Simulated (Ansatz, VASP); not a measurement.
**KC2S2N2 in VASP and in Ansatz**

```
CELL_PARAMETERS angstrom
0.00000 4.15059 0.00000
5.89535 -2.07530 0.00000
1.77509 0.00000 -6.60719
ATOMIC_POSITIONS crystal
K 0.00000 0.00000 0.00000
C 0.75861 0.51722 0.77800
C 0.24139 0.48278 0.22200
N 0.85963 0.71926 0.82342
N 0.14037 0.28074 0.17658
S 0.61030 0.22060 0.73320
S 0.38970 0.77940 0.26680
```

Alike in both runs: task single point; functional PBEsol; k mesh 5 × 5 × 3; no spin polarisation.

|  | VASP | Ansatz |
| --- | --- | --- |
| version | VASP 6.6.1 | Ansatz 0.2.0 |
| potentials or method | VASP PAW PBE potentials, release 64 (K_sv, C, N, S), cutoff 520 eV | PAW plane waves |
| occupations | fermi-dirac, width 0.1 eV | fermi-dirac |
| valence electrons in the cell | 39 | 39 |

|  | VASP | Ansatz | Ansatz less VASP |
| --- | --- | --- | --- |
| gap on the k mesh at the Fermi level (eV) | none | none | - |
| pressure (GPa) | -7.5 | -7.6 | -0.16 |
| traceless stress, the component that is largest in VASP (GPa) | -22.77 | -22.93 | -0.159 |
| rms of the force components (eV/Å) | 3.809 | 3.842 | +0.0333 |

VASP's potentials were made for PBE, not for PBEsol. Atom by atom the forces differ by 0.065 eV/Å (rms over components). A gap of «none» marks a metal or a gap that the smearing closes.
